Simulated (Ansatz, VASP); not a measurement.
**Si5O in VASP and in Ansatz**

The input INCAR:

```
SYSTEM = Si5O
PREC = Accurate ; ENCUT = 600
EDIFF = 1E-7 ; ISMEAR = 0
SIGMA = 0.1 ; LREAL = .FALSE.
LASPH = .TRUE. ; NELM = 60
ALGO = Normal ; ISIF = 3
LWAVE = .FALSE. ; LCHARG = .FALSE.
GGA = PE ; IBRION = 2
NSW = 90 ; EDIFFG = -0.04
```

Contents of KPOINTS:

```
Automatic mesh
0
G
  6 6 6
  0 0 0
```

Contents of POSCAR:

```
Si5O
1.0
   -2.4694467100      2.4694467100      2.6190988500
    2.4694467100     -2.4694467100      2.6190988500
    2.4694467100      2.4694467100     -2.6190988500
Si O
5 1
Direct
    0.5000000000      0.5000000000      0.5000000000
    0.0000000000      0.0000000000      0.5000000000
    0.5000000000      0.0000000000      0.0000000000
    0.0000000000      0.5000000000      0.0000000000
    0.0000000000      0.0000000000      0.0000000000
    0.5000000000      0.5000000000      0.0000000000
```

Input for Ansatz:

```yaml
crystal:
  lattice:
    - [-2.46944671, 2.46944671, 2.61909885]
    - [2.46944671, -2.46944671, 2.61909885]
    - [2.46944671, 2.46944671, -2.61909885]
  atoms:
    - { symbol: Si, position: [0.5, 0.5, 0.5] }
    - { symbol: Si, position: [0.0, 0.0, 0.5] }
    - { symbol: Si, position: [0.5, 0.0, 0.0] }
    - { symbol: Si, position: [0.0, 0.5, 0.0] }
    - { symbol: Si, position: [0.0, 0.0, 0.0] }
    - { symbol: O, position: [0.5, 0.5, 0.0] }
basis:
  ecutwfc: 420
kpoints:
  mp_grid: { grid: [6, 6, 6] }
hamiltonian:
  xc: pbe
scf:
  occupations: { method: gaussian, width: 0.1 }
  lower_state_search: "off"
output:
  forces: true
  stress: true
  eigenvalues: true
relax:
  adjacent_minimum: "off"
  f_tol: 0.04
  max_steps: 70
  cell: { stress_tol: 0.4 }
```

Alike in both runs: task relaxation of cell and atoms; functional PBE; k mesh 6 × 6 × 6; occupations gaussian, width 0.1 eV; no spin polarisation.

|  | VASP | Ansatz |
| --- | --- | --- |
| version | VASP 6.6.1 | Ansatz 0.2.0 |
| potentials or method | VASP PAW PBE potentials, release 64 (Si, O), cutoff 600 eV | scalar-relativistic, plane waves, PAW |
| valence electrons in the cell | 26 | 26 |

Ansatz gave:

| Property | Result |
| --- | --- |
| gap on the k mesh at the Fermi level, each at its own relaxed structure (eV) | none |
| relaxed volume (Å³/atom) | 14.98 |
| relaxed length of the cell vector where the two differ most in proportion (Å) | 4.907 |

**Question.** What did VASP give for the same quantities?

**Answer.** gap on the k mesh at the Fermi level, each at its own relaxed structure (eV): none; relaxed volume (Å³/atom): 14.89; relaxed length of the cell vector where the two differ most in proportion (Å): 4.896.

A gap of «none» marks a metal or a gap that the smearing closes.

Noted on VASP's run: the volume moved by over 15 % at a fixed basis, so the end points are rough.
